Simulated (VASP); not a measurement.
A run of VASP 6.6.1:

INCAR

```
SYSTEM = SiO2
PREC = Accurate
ENCUT = 520
EDIFF = 1E-8
ISMEAR = -1
SIGMA = 0.03
LREAL = .FALSE.
LASPH = .TRUE.
NELM = 60
ALGO = Normal
ISIF = 2
LWAVE = .FALSE.
LCHARG = .FALSE.
GGA = PE
LEFG = .TRUE.
NBANDS = 25
```

KPOINTS

```
Automatic mesh
0
G
  6 6 9
  0 0 0
```

POSCAR

```
SiO2
1.0
    4.1801000000      0.0000000000      0.0000000000
    0.0000000000      4.1801000000      0.0000000000
    0.0000000000      0.0000000000      2.7478340000
Si O
2 4
Direct
    0.0000000000      0.0000000000      0.0000000000
    0.5000000000      0.5000000000      0.5000000000
    0.3067000000      0.3067000000      0.0000000000
    0.1933000000      0.8067000000      0.5000000000
    0.6933000000      0.6933000000      0.0000000000
    0.8067000000      0.1933000000      0.5000000000
```

Potentials or basis: VASP PAW PBE potentials, release 64 (Si, O).

Launch:

```console
$ cat potpaw_PBE.64/Si/POTCAR potpaw_PBE.64/O/POTCAR > POTCAR
$ mpirun -np 1 vasp_std > vasp.out
```

Hardware: 1 thread of Intel(R) Xeon(R) Platinum 8375C CPU @ 2.90GHz (Ice Lake) (shared host).

How long does it take, and how much memory?

Run time: 27 s on 1 thread of Intel(R) Xeon(R) Platinum 8375C CPU @ 2.90GHz (Ice Lake), on a shared host, peak memory 0.17 GiB. Counts: scf iterations 14, k points 50.
